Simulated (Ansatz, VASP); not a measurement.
# Ba in VASP and in Ansatz

```
Ba
1.0
     3.91772    0.00000    0.00000
     0.00000    3.91772    0.00000
     0.00000    0.00000    3.91772
Ba
1
Direct
  0.00000 0.00000 0.00000
```

Alike in both runs: task relaxation of cell and atoms; functional BLYP; dispersion D3(BJ); k mesh 7 × 7 × 7; occupations fermi-dirac, width 0.05 eV; no spin polarisation.

|  | VASP | Ansatz |
| --- | --- | --- |
| version | VASP 6.6.1 | Ansatz 0.2.0 |
| potentials or method | VASP PAW PBE potentials, release 64 (Ba_sv) | plane waves, PAW |
| plane-wave cutoff (eV) | 600 | 420 |
| valence electrons in the cell | 10 | 10 |

```tsv
	VASP	Ansatz	Ansatz less VASP
relaxed volume (Å³/atom)	57.05	55.76	-1.290
relaxed cell length with the largest relative difference (Å)	3.850	3.820	-0.0292
```

VASP's potentials were made for PBE, not for BLYP.

Neither program's run includes spin-orbit coupling.
